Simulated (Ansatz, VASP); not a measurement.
## Two plane-wave programs on BaF2

```
CELL_PARAMETERS angstrom
0.00000 3.09716 3.09716
3.09716 0.00000 3.09716
3.09716 3.09716 0.00000
ATOMIC_POSITIONS crystal
Ba 0.00000 0.00000 0.00000
F 0.25000 0.25000 0.25000
F 0.75000 0.75000 0.75000
```

Alike in both runs: task single point; functional LDA; k mesh 6 × 6 × 6; no spin polarisation.

```csv
,VASP,Ansatz
version,VASP 6.6.1,Ansatz 0.2.0
potentials or method,"VASP PAW LDA potentials, release 64 (Ba_sv, F)","plane waves, PAW"
plane-wave cutoff (eV),600,420
occupations,"gaussian, width 0.01 eV",fixed
valence electrons in the cell,24,24
```

|  | VASP | Ansatz | Ansatz less VASP |
| --- | --- | --- | --- |
| gap on the k mesh at the Fermi level (eV) | 6.42 | 6.49 | +0.073 |

LDA's correlation is that of Perdew and Zunger in VASP and of Perdew and Wang (1992) in Ansatz.

Neither program's run includes spin-orbit coupling.
